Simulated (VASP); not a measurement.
Here is a VASP 6.6.1 calculation.

INCAR

```
PREC = Accurate
ENCUT = 520
EDIFF = 1E-6
ISMEAR = -1
SIGMA = 0.05
LREAL = False
LASPH = True
NELM = 80
ALGO = Normal
ISIF = 2
LWAVE = False
LCHARG = False
GGA = CA
NBANDS = 27
```

File KPOINTS:

```
regular mesh
0
Gamma
  7 7 6
```

Contents of POSCAR:

```
InSe
1.0
    5.8649793859     -2.0682562983      0.0000000000
    5.8649793859      2.0682562983      0.0000000000
   -1.7346454858      0.0000000000      4.8029471088
In Se
2 2
Direct
    0.8882032500      0.8882032500      0.0468413600
    0.1117967500      0.1117967500      0.9531586400
    0.6609275900      0.6609275900      0.6689556200
    0.3390724100      0.3390724100      0.3310443800
```

Potentials or basis: VASP PAW LDA potentials, release 64 (In_d, Se).

Run with:

```console
$ cat potpaw_LDA.64/In_d/POTCAR potpaw_LDA.64/Se/POTCAR > POTCAR
$ mpirun -np 1 vasp_std > vasp.out
```

Question: Predict the largest force.

Answer: 0.210 eV/Å.

Question: What does it give for the pressure?

Answer: -3.5 GPa.

Forces in eV/Å, atoms in the order of the input:
```
In  -0.143  0.000  0.026
In   0.143  0.000 -0.026
Se  -0.006  0.000  0.210
Se   0.006  0.000 -0.210
```

Caveat: the cell stands under tension.
